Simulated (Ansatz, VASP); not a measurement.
One calculation of C, two programs

```
C
1.0
    -2.45766    0.00000    0.00000
     0.00000    0.00000   -3.52948
     0.00000   -4.25679    0.00000
C
4
Cartesian
  -1.2288 -0.7395 0.0000
  0.0000 -2.8379 0.0000
  0.0000 -1.3889 0.0000
  -1.2288 -3.5473 0.0000
```

Change from the starting cell: mode 8 frozen in at -0.015 Å and mode 12 at -0.015 Å (largest displacements).

Alike in both runs: task single point; functional PBEsol; dispersion D3(BJ); k mesh 18 × 12 × 10; occupations gaussian, width 0.15 eV; no spin polarisation.

|  | VASP | Ansatz |
| --- | --- | --- |
| version | VASP 6.6.1 | Ansatz 0.2.0 |
| potentials or method | VASP PAW PBE potentials, release 64 (C), cutoff 600 eV | scalar-relativistic, plane waves, PAW |
| valence electrons in the cell | 16 | 16 |

Ansatz gave:

| Property | Result |
| --- | --- |
| gap on the k mesh at the Fermi level (eV) | none |
| pressure (GPa) | 0.5 |
| traceless stress, the component that is largest in VASP (GPa) | 3.84 |
| rms of the force components (eV/Å) | 1.161 |

Q: What did VASP give for the same quantities?

A: gap on the k mesh at the Fermi level (eV): none; pressure (GPa): 0.8; traceless stress, the component that is largest in VASP (GPa): 4.21; rms of the force components (eV/Å): 1.163.

VASP's potentials were made for PBE, not for PBEsol, and Ansatz warns of the same on its side. Atom by atom the forces differ by 0.003 eV/Å (rms over components). A gap of «none» marks a metal or a gap that the smearing closes.
